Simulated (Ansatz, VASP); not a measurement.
**Two plane-wave programs on SnO**

```
CELL_PARAMETERS angstrom
3.82015 0.00030 0.00000
-0.00031 3.82015 0.00000
0.00000 0.00000 22.22607
ATOMIC_POSITIONS crystal
Sn 0.99995 0.99995 0.20246
Sn 0.49995 0.49995 0.30878
Sn 0.99995 0.99995 0.47975
Sn 0.49995 0.49995 0.58607
O 0.99995 0.49995 0.25562
O 0.49995 0.99995 0.25562
O 0.99995 0.49995 0.53291
O 0.49995 0.99995 0.53291
```

Alike in both runs: task single point; functional PBE; dispersion D3(BJ); k mesh 7 × 7 × 1; occupations gaussian, width 0.05 eV; no spin polarisation.

|  | VASP | Ansatz |
| --- | --- | --- |
| version | VASP 6.6.1 | Ansatz 0.2.0 |
| potentials or method | VASP PAW PBE potentials, release 64 (Sn_d, O_h), cutoff 910 eV | scalar-relativistic, plane waves, PAW |
| valence electrons in the cell | 80 | 80 |

Ansatz gave:

```
gap on the k mesh at the Fermi level (eV) : 2.47
least direct gap on the mesh (eV)         : 2.56
rms of the force components (eV/Å)        : 0.032
```

Task: Estimate VASP's values.

Result: gap on the k mesh at the Fermi level (eV): 2.47; least direct gap on the mesh (eV): 2.52; rms of the force components (eV/Å): 0.059.

Ansatz's warnings: structure snapped to symmetry.

Noted on VASP's run: the cutoff is under 1.25 times that of the potentials, so the pressure is a little rough.
